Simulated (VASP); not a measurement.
Set up this calculation in VASP 6.6.1, as the native input.

```
Task                   : single point
Functional             : PBEsol
Potentials or basis    : VASP PAW PBE potentials, release 64 (F_h)
Cutoff                 : 1010 eV
k mesh                 : 1 × 1 × 1
Occupations            : fermi-dirac, width 0.02 eV
Spin                   : no spin polarisation
Dipole correction      : no
Further INCAR settings : ALGO = Normal; EDIFF = 1e-06; NBANDS = 14; NELMDL = -8
```

The structure of F2 lies in POSCAR:

```
F
1.0
    9.0000000000      0.0000000000      0.0000000000
    0.0000000000      9.5000000000      0.0000000000
    0.0000000000      0.0000000000     10.0000000000
F
2
Direct
    0.5000000000      0.5000000000      0.4300954666
    0.5000000000      0.5000000000      0.5699045334
```

The input as run:

INCAR

```
PREC = Accurate
ENCUT = 1010
EDIFF = 1E-6
ISMEAR = -1
SIGMA = 0.02
LREAL = False
LASPH = True
NELM = 120
ALGO = Normal
ISIF = 2
LWAVE = False
LCHARG = True
GGA = PS
LELF = True
LVHAR = True
NBANDS = 14
GGA_COMPAT = False
NELMDL = -8
```

KPOINTS

```
Automatic mesh
0
Gamma
  1 1 1
```

Potentials or basis: VASP PAW PBE potentials, release 64 (F_h).

The run is started by

```sh
$ cat potpaw_PBE.64/F_h/POTCAR > POTCAR
$ mpirun -np 1 vasp_gam > vasp.out
```

Results of the run:

| Item | Value |
| --- | --- |
| Largest force | 0.035 eV/Å |
| Gap between the frontier levels | 3.74 eV |

Caveat: the PAW data sets were made with another functional, which shifts forces and pressure a little.

Wall time 2.1 min on 1 thread of Intel(R) Xeon(R) Platinum 8488C (Sapphire Rapids) (shared host), peak memory 1.5 GiB.
